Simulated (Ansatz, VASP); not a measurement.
SnSe: VASP beside Ansatz

```
Sn Se
1.0
     2.26581   -6.05997    0.00000
     2.26581    6.05997    0.00000
     0.00000    0.00000    4.53170
Sn Se
2 2
Direct
  0.88520 0.11480 0.25000
  0.11480 0.88520 0.75000
  0.67375 0.32625 0.25000
  0.32625 0.67375 0.75000
```

Alike in both runs: task single point; functional PBE; k mesh 8 × 8 × 6; occupations gaussian, width 0.02 eV; no spin polarisation.

|  | VASP | Ansatz |
| --- | --- | --- |
| version | VASP 6.6.1 | Ansatz 0.2.0 |
| potentials or method | VASP PAW PBE potentials, release 64 (Sn_d, Se), cutoff 520 eV | scalar-relativistic, plane waves, PAW |
| valence electrons in the cell | 40 | 60 |

|  | VASP | Ansatz | Ansatz less VASP |
| --- | --- | --- | --- |
| gap on the k mesh at the Fermi level (eV) | 0.74 | 0.75 | +0.011 |
| least direct gap on the mesh (eV) | 1.08 | 1.09 | +0.003 |
| pressure (GPa) | -1.8 | -1.8 | -0.01 |
| traceless stress, the component that is largest in VASP (GPa) | 6.78 | 6.72 | -0.053 |
| rms of the force components (eV/Å) | 0.708 | 0.703 | -0.0054 |

Atom by atom the forces differ by 0.009 eV/Å (rms over components). The functional is the same, so the differences come from potentials, cutoffs and numerics. VASP's potentials hold 40 valence electrons a cell and Ansatz's 60, so a difference there can come from the potentials and not from the codes.
